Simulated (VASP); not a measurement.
# Cu26W (a cell with a defect) in VASP: single point with PBEsol

Aim: the single point of Cu26W (a cell with a defect) with PBEsol.

Program: VASP 6.6.1. These are calculated values, not measurements. Logs are shortened: lines on timing, memory, paths and dates and some standing lists are left out, and cuts for length are marked.

## 1. The cell of the first run

The cell holds a defect, 27 atoms: a = 7.560 Å, b = 7.560 Å, c = 7.560 Å, α = 60.00°, β = 60.00°, γ = 60.00°.

## 2. Single point, PBEsol

INCAR reads:

```
SYSTEM = Cu26W
PREC = Accurate
ENCUT = 520
EDIFF = 1E-6
ISMEAR = 1
SIGMA = 0.1
LREAL = Auto
LASPH = .True.
NELM = 80
ALGO = Normal
ISIF = 2
LWAVE = .False.
LCHARG = .False.
GGA = PS
NBANDS = 169
```

KPOINTS reads:

```
regular mesh
0
Gamma
  4 4 4
  0 0 0
```

POSCAR reads:

```
Cu26W
1.0
    0.0000000000      5.3454650035      5.3454650035
    5.3454650035      0.0000000000      5.3454650035
    5.3454650035      5.3454650035      0.0000000000
W Cu
1 26
Direct
    0.0000000000      0.0000000000      0.0000000000
    0.0000000000      0.0000000000      0.3365483205
    0.0000000000      0.0000000000      0.6634516795
    0.0000000000      0.3365483205      0.0000000000
   -0.0000092356      0.3333364119      0.3333364119
    0.0000000000      0.3365483205      0.6634516795
    0.0000000000      0.6634516795      0.0000000000
    0.0000000000      0.6634516795      0.3365483205
    0.0000092356      0.6666635881      0.6666635881
    0.3365483205      0.0000000000      0.0000000000
    0.3333364119     -0.0000092356      0.3333364119
    0.3365483205      0.0000000000      0.6634516795
    0.3333364119      0.3333364119     -0.0000092356
    0.3333364119      0.3333364119      0.3333364119
    0.3338926235      0.3338926235      0.6661073765
    0.3365483205      0.6634516795      0.0000000000
    0.3338926235      0.6661073765      0.3338926235
    0.3338926235      0.6661073765      0.6661073765
    0.6634516795      0.0000000000      0.0000000000
    0.6634516795      0.0000000000      0.3365483205
    0.6666635881      0.0000092356      0.6666635881
    0.6634516795      0.3365483205      0.0000000000
    0.6661073765      0.3338926235      0.3338926235
    0.6661073765      0.3338926235      0.6661073765
    0.6666635881      0.6666635881      0.0000092356
    0.6661073765      0.6661073765      0.3338926235
    0.6666635881      0.6666635881      0.6666635881
```

Potentials or basis: VASP PAW PBE potentials, release 64 (W_sv, Cu).

Started as:

```bash
$ cat potpaw_PBE.64/W_sv/POTCAR potpaw_PBE.64/Cu/POTCAR > POTCAR
$ mpirun -np 1 vasp_std > vasp.out
```

OUTCAR:

```text
SYSTEM = Cu26W
   PREC = Accurate
   ENCUT = 520
   EDIFF = 1E-6
   ISMEAR = 1
   LREAL = Auto
   LASPH = .True.
   NELM = 80
   ISIF = 2
   GGA = PS

 ion  position               nearest neighbor table
   1  0.000  0.000  0.000-   2 2.54   3 2.54   4 2.54   6 2.54   7 2.54   8 2.54  10 2.54  12 2.54
                            16 2.54  19 2.54  20 2.54  22 2.54
   2  0.000  0.000  0.337-   3 2.47   9 2.51  21 2.51  11 2.51   5 2.51  17 2.52  23 2.52   1 2.54
                             8 2.54  20 2.54   4 2.54  10 2.54
   3  0.000  0.000  0.663-   2 2.47   5 2.51  11 2.51   9 2.51  21 2.51  18 2.52  24 2.52  12 2.54
                             7 2.54  19 2.54   1 2.54   6 2.54
   4  0.000  0.337  0.000-   7 2.47   9 2.51  25 2.51  13 2.51   5 2.51  23 2.52  15 2.52   6 2.54
                             2 2.54  22 2.54   1 2.54  10 2.54
   5  1.000  0.333  0.333-   6 2.51   8 2.51   7 2.51   3 2.51   4 2.51   2 2.51  24 2.52  26 2.52
                            23 2.52  11 2.52  13 2.52  14 2.52
   6  0.000  0.337  0.663-   8 2.47   5 2.51   9 2.51  14 2.51  27 2.51  24 2.52  15 2.52   1 2.54
                             3 2.54  22 2.54   4 2.54  12 2.54
   7  0.000  0.663  0.000-   4 2.47   5 2.51  13 2.51   9 2.51  25 2.51  18 2.52  26 2.52  16 2.54
                             8 2.54  19 2.54   1 2.54   3 2.54
   8  0.000  0.663  0.337-   6 2.47   5 2.51   9 2.51  14 2.51  27 2.51  26 2.52  17 2.52  16 2.54
                             7 2.54  20 2.54   1 2.54   2 2.54
   9  0.000  0.667  0.667-   6 2.51   8 2.51   2 2.51   4 2.51   7 2.51   3 2.51  15 2.52  17 2.52
[... 23 lines left out ...]
  21  0.667  0.000  0.667-  12 2.51  20 2.51   2 2.51  10 2.51  19 2.51   3 2.51  15 2.52  23 2.52
                            24 2.52   9 2.52  25 2.52  27 2.52
  22  0.663  0.337  0.000-  16 2.47  13 2.51  25 2.51  14 2.51  27 2.51  23 2.52  24 2.52  20 2.54
                             1 2.54   4 2.54   6 2.54  19 2.54
  23  0.666  0.334  0.334-  15 2.51  17 2.51  24 2.51  26 2.51  14 2.52  25 2.52  21 2.52   5 2.52
                            22 2.52   4 2.52  20 2.52   2 2.52
  24  0.666  0.334  0.666-  15 2.51  18 2.51  23 2.51  26 2.51  27 2.52  13 2.52   5 2.52  21 2.52
                            22 2.52   3 2.52  19 2.52   6 2.52
  25  0.667  0.667  0.000-  16 2.51  22 2.51   4 2.51  10 2.51  19 2.51   7 2.51  17 2.52  23 2.52
                            26 2.52  21 2.52   9 2.52  27 2.52
  26  0.666  0.666  0.334-  17 2.51  18 2.51  23 2.51  24 2.51  27 2.52  11 2.52   5 2.52  25 2.52
                             8 2.52   7 2.52  19 2.52  20 2.52
  27  0.667  0.667  0.667-   6 2.51   8 2.51  12 2.51  16 2.51  20 2.51  22 2.51  18 2.52  24 2.52
                            26 2.52  21 2.52  25 2.52   9 2.52

  LATTYP: Found a face centered cubic cell.
 ALAT       =    10.6909300070

  Lattice vectors:

 A1 = (   0.0000000000,   5.3454650035,   5.3454650035)
 A2 = (   5.3454650035,   0.0000000000,   5.3454650035)
 A3 = (   5.3454650035,   5.3454650035,   0.0000000000)

Analysis of symmetry for initial positions (statically):
=====================================================================
 Subroutine PRICEL returns:
[... 172 lines left out ...]
   EFERMI_NEDOS =   21; number of points for ismear=-14 and -15
   IALGO  =     38    algorithm
   IMIX   =      4    mixing-type and parameters
     AMIX     =   0.40;   BMIX     =  1.00
     AMIX_MAG =   1.60;   BMIX_MAG =  1.00
  volume/ion in A,a.u.               =      11.31        76.35
  Fermi-wavevector in a.u.,A,eV,Ry     =   1.627246  3.075048 36.027249  2.647928
  Thomas-Fermi vector in A             =   2.720072
   LORBIT       =      0    0 simple, 1 ext, 2 COOP (PROOUT), +10 PAW based schemes
   GGA     = PS    functional components
   LHFCALC =     F    Hartree Fock is set to
   AEXX    =    0.0000 exact exchange contribution
   IVDW    =     0    specifies the selected vdW correction
   LEPSILON=     F    determine dielectric tensor
   LRPA    =     F    only Hartree local field effects (RPA)
 non-spin polarized calculation
 Methfessel and Paxton  Order N= 1 SIGMA  =   0.10
  energy-cutoff  :      520.00
  volume of cell :      305.48
 maximum number of plane-waves:      8291
   NGX = 29   NGY = 29   NGZ = 29

 number of electron     299.9999988 magnetization

 Free energy of the ion-electron system (eV)
  ---------------------------------------------------
  ext. energy  EPLUGINS =         0.00000000
  ---------------------------------------------------
  free energy    TOTEN  =      -123.19791474 eV

  energy without entropy =     -123.18209773  energy(sigma->0) =     -123.19264240

 E-fermi :   8.3403     XC(G=0): -13.2805

 val. band max:        8.3229377478   @ k =  -0.2500   0.2500   0.0000
 cond. band min:       8.3529253504   @ k =   0.2500   0.2500   0.0000
 fundamental gap:      0.0299876026
 Fermi energy:         8.3403470257

 k-point     1 :       0.0000    0.0000    0.0000
  band No.  band energies     occupation
      1     -65.7028      2.00000
      2     -29.9628      2.00000
      3     -29.9628      2.00000
      4     -29.9628      2.00000
      5      -1.5314      2.00000
      6       1.7915      2.00000
[... 1309 lines left out ...]
    161      10.4938      0.00000
    162      10.7677      0.00000
 [bands above 162 left out]

------------------------ aborting loop because EDIFF is reached ----------------------------------------

  FORCE on cell =-STRESS in cart. coord.  units (eV):
  Direction    XX          YY          ZZ          XY          YZ          ZX
  --------------------------------------------------------------------------------------
  -------------------------------------------------------------------------------------
  Total        8.1000300      8.1000300      8.1000300      0.0000000      0.0000000     -0.0000000
  in kB       42.4825661     42.4825661     42.4825661      0.0000000      0.0000000     -0.0000000
  external PRESSURE =      42.4825661 kB  Pullay stress =       0.0000000 kB

 VOLUME and BASIS-vectors are now :
 -----------------------------------------------------------------------------
  energy-cutoff  :      520.00
  volume of cell :      305.48
      direct lattice vectors                 reciprocal lattice vectors
     0.000000000  5.345465004  5.345465004    -0.093537232  0.093537232  0.093537232
     5.345465004  0.000000000  5.345465004     0.093537232 -0.093537232  0.093537232
     5.345465004  5.345465004  0.000000000     0.093537232  0.093537232 -0.093537232

 POSITION                                       TOTAL-FORCE (eV/Angst)
 -----------------------------------------------------------------------------------
      0.00000      0.00000      0.00000        -0.000000     -0.000000      0.000000
      1.79901      1.79901      0.00000         0.007816      0.007816      0.000000
      3.54646      3.54646      0.00000        -0.007816     -0.007816      0.000000
      1.79901      0.00000      1.79901         0.007816     -0.000000      0.007816
      3.56368      7.12725      7.12725        -0.001125      0.001125      0.001125
      5.34547      3.54646      1.79901        -0.000000     -0.007816      0.007816
[... 19 lines left out ...]
      5.34547      5.34547      7.12131        -0.000000     -0.000000      0.003547
      7.12725      7.12725      7.12725         0.001125      0.001125      0.001125
 -----------------------------------------------------------------------------------
    total drift:                                0.000000      0.000000      0.000000

  FREE ENERGIE OF THE ION-ELECTRON SYSTEM (eV)
  ---------------------------------------------------
  free  energy   TOTEN  =      -123.1979147378 eV

  energy  without entropy=     -123.1820977265  energy(sigma->0) =     -123.19264240
```

It took 25 min on 1 thread of Intel Xeon Platinum 8375C at 2.90GHz (Ice Lake), shared host; peak memory 0.61 GiB.

Results:

```yaml
Free_energy: -123.1979 eV
Pressure: 4.2 GPa
Largest_force: 0.011 eV/Å
Band_gap_on_the_k_mesh: zero (band 150 reaches 8.39 eV, above the bottom of band 151 at 8.21 eV)
```

Forces in eV/Å, atoms in the order of the input:
```
W    0.000  0.000  0.000
Cu   0.008  0.008  0.000
Cu  -0.008 -0.008  0.000
Cu   0.008  0.000  0.008
Cu  -0.001  0.001  0.001
Cu   0.000 -0.008  0.008
Cu  -0.008  0.000 -0.008
Cu   0.000  0.008 -0.008
Cu   0.001 -0.001 -0.001
Cu   0.000  0.008  0.008
Cu   0.001 -0.001  0.001
Cu  -0.008  0.000  0.008
Cu   0.001  0.001 -0.001
Cu  -0.001 -0.001 -0.001
Cu   0.000  0.000 -0.004
Cu  -0.008  0.008  0.000
Cu   0.000 -0.004  0.000
Cu   0.004  0.000  0.000
Cu   0.000 -0.008 -0.008
Cu   0.008  0.000 -0.008
Cu  -0.001  0.001 -0.001
Cu   0.008 -0.008  0.000
Cu  -0.004  0.000  0.000
Cu   0.000  0.004  0.000
Cu  -0.001 -0.001  0.001
Cu   0.000  0.000  0.004
Cu   0.001  0.001  0.001
```

Levels at points of the mesh, in eV from the Fermi level:
```csv
k point,band 146,band 147,band 148,band 149,band 150,band 151,band 152,band 153,band 154,band 155
"(0.00, 0.00, 0.00)",-1.92,-1.89,-1.89,-1.89,-0.13,-0.13,-0.13,0.37,0.37,3.14
"(0.50, 0.00, 0.00)",-0.90,-0.41,-0.41,-0.41,0.05,0.05,0.09,0.46,0.46,1.17
"(0.50, 0.50, 0.00)",-0.19,-0.17,-0.11,-0.11,-0.06,0.14,0.14,0.37,0.47,0.47
```

Caveat: the PAW data sets were made with another functional, which shifts forces and pressure a little; spin-orbit coupling is left out, which moves the levels of the heavy elements.
